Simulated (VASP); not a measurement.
Runs of VASP 6.6.1 on NbH2. The structure is that of space group Fm-3m (No. 225), or close to it. The cells are those of the table. 

```tsv
cell	gap on the mesh (eV)	pressure (GPa)	largest force (eV/Å)
a = 3.137 Å, angles 60.0°, 3 atoms	none	11.3	-
a = 3.133 Å, angles 62.7°, 3 atoms	none	0.5	0.42
a = 3.107 Å, angles 60.0°, 3 atoms	none	(a)	-
a = 3.262 Å, angles 57.3°, 3 atoms	none	0.5	0.31
a = 3.222 Å, angles 60.0°, 3 atoms	none	-5.1	-
a = 3.277 Å, angles 60.0°, 3 atoms	none	-12.9	-
a = 3.166 Å, angles 60.0°, 3 atoms	none	5.0	-
a = 3.250 Å, angles 60.0°, 3 atoms	none	(b)	-
```

Alike in all rows: task single point; level PBEsol; potentials or basis VASP PAW PBE potentials, release 64 (Nb_sv, H); no spin polarisation; k mesh 16 × 16 × 16; cutoff (eV) 520; smearing gaussian 0.15 eV.

Problem. Fill in the values left out.

Solution. (a) 18.5; (b) -9.3.

Caveats: the PAW data sets were made with another functional, which shifts forces and pressure a little; an odd number of electrons without spin polarisation forces a metal; a magnetic or distorted state may lie lower; the cell stands under pressure (at least some runs); the cell stands under tension (at least some runs).

A k mesh can miss the band edges, and the runs leave out spin-orbit coupling on Nb.

A gap of «none» marks levels without a gap at the run's occupations.
